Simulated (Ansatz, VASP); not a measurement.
**One calculation of Co, two programs**

File INCAR:

```
PREC = Accurate ; ENCUT = 520
EDIFF = 1E-6 ; ISMEAR = -1
SIGMA = 0.1 ; LREAL = F
LASPH = T ; NELM = 200
ALGO = Normal ; ISIF = 2
LWAVE = F ; LCHARG = F
ISPIN = 2 ; MAGMOM = 2 -2
LORBIT = 11 ; LMAXMIX = 4
GGA = PE ; NBANDS = 20
GGA_COMPAT = F
```

File KPOINTS:

```
regular mesh
0
Gamma
  1 1 1
```

File POSCAR:

```
Co
1.0
    8.1000081000      0.0000000000      0.0000000000
    0.0000000000      8.4000084000      0.0000000000
    0.0000000000      0.0000000000      9.6000096000
Co
2
Direct
    0.5000000000      0.5000000000      0.3735000000
    0.5000000000      0.5000000000      0.6265000000
```

Input for Ansatz:

```yaml
crystal:
  lattice:
    - [8.1000081, 0.0, 0.0]
    - [0.0, 8.4000084, 0.0]
    - [0.0, 0.0, 9.6000096]
  atoms:
    - { symbol: Co, position: [0.5, 0.5, 0.3735], spin: 2 }
    - { symbol: Co, position: [0.5, 0.5, 0.6265], spin: -2 }
hamiltonian:
  xc: pbe
  pseudopotentials: { kind: paw }
kpoints:
  mp_grid: { grid: [1, 1, 1], shift: [0, 0, 0] }
magnetization:
  spin_polarized: true
scf:
  occupations: { method: fermi_dirac }
```

Alike in both runs: task single point; functional PBE; k mesh 1 × 1 × 1; collinear spin.

|  | VASP | Ansatz |
| --- | --- | --- |
| version | VASP 6.6.1 | Ansatz development build ahead of 0.2.0 |
| potentials or method | VASP PAW PBE potentials, release 64 (Co) | PAW (an earlier, plane waves, scalar-relativistic |
| plane-wave cutoff (eV) | 520 | 900 |
| occupations | fermi-dirac, width 0.1 eV | fermi-dirac |

VASP gave:

| Quantity | Value |
| --- | --- |
| net moment per atom (μB) | 0.00 |
| size of the moment on the site where the two differ most (μB) | 1.95 |

Q: Which values does Ansatz return?

A: net moment per atom (μB): 0.00; size of the moment on the site where the two differ most (μB): 1.88.

Site moments also hang on the region over which each program counts them. Ansatz's warnings: reached outside group, stability check not made.
